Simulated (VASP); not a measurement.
Write the native input for VASP 6.6.1 that does the following.

* Task: single point
* Functional: LDA
* Potentials or basis: VASP PAW LDA potentials, release 64 (Mg, O)
* Cutoff: 600 eV
* k mesh: 6 × 6 × 6
* Occupations: gaussian, width 0.1 eV
* Spin: no spin polarisation
* Hubbard terms: O p U = 3.4 eV
* Dipole correction: no
* Further INCAR settings: ALGO = Normal; EDIFF = 1e-06; NBANDS = 11

The structure of MgO lies in POSCAR:

```
MgO
1.0
    2.9380209034      0.0000000000      0.0000000000
   -1.4690104517      2.5444007392      0.0000000000
    0.0000000000      0.0000000000      2.6796800000
Mg O
1 1
Direct
    0.0000000000      0.0000000000      0.0000000000
    0.3333333333      0.6666666667      0.5000000000
```

These files were run (other wordings do the same):

INCAR

```
SYSTEM = MgO
PREC     = Accurate       ! precision mode
ENCUT    = 600            ! plane-wave cutoff, eV
EDIFF    = 1E-6           ! SCF threshold, eV
ISMEAR   = 0              ! smearing method
SIGMA    = 0.1            ! smearing width, eV
LREAL    = .False.        ! projectors in reciprocal space
LASPH    = .True.         ! aspherical terms in the spheres
NELM     = 200            ! most SCF steps
ALGO     = Normal         ! electronic algorithm
ISIF     = 2              ! what is computed and relaxed
LWAVE    = .False.        ! write WAVECAR
LCHARG   = .False.        ! write CHGCAR
LDAU     = .True.         ! DFT+U
LDAUTYPE = 2            
LDAUL    = -1 1           ! shell
LDAUU    = 0 3.4          ! U, eV
LDAUJ    = 0 0          
LDAUPRINT= 1            
NBANDS   = 11             ! bands
GGA_COMPAT= .False.
```

KPOINTS

```
Automatic mesh
0
Gamma
  6 6 6
  0 0 0
```

Potentials or basis: VASP PAW LDA potentials, release 64 (Mg, O).

Launch:

```console
$ cat potpaw_LDA.64/Mg/POTCAR potpaw_LDA.64/O/POTCAR > POTCAR
$ mpirun -np 1 vasp_std > vasp.out
```

Results of the run:

```yaml
Pressure: -12.7 GPa
Band_gap_on_the_k_mesh: 3.10 eV (least direct gap 3.50 eV)
```

Caveat: the cell stands under tension.

It took 4.3 s on 1 thread of Intel(R) Xeon(R) Platinum 8488C (Sapphire Rapids) (shared host), peak memory 0.13 GiB.
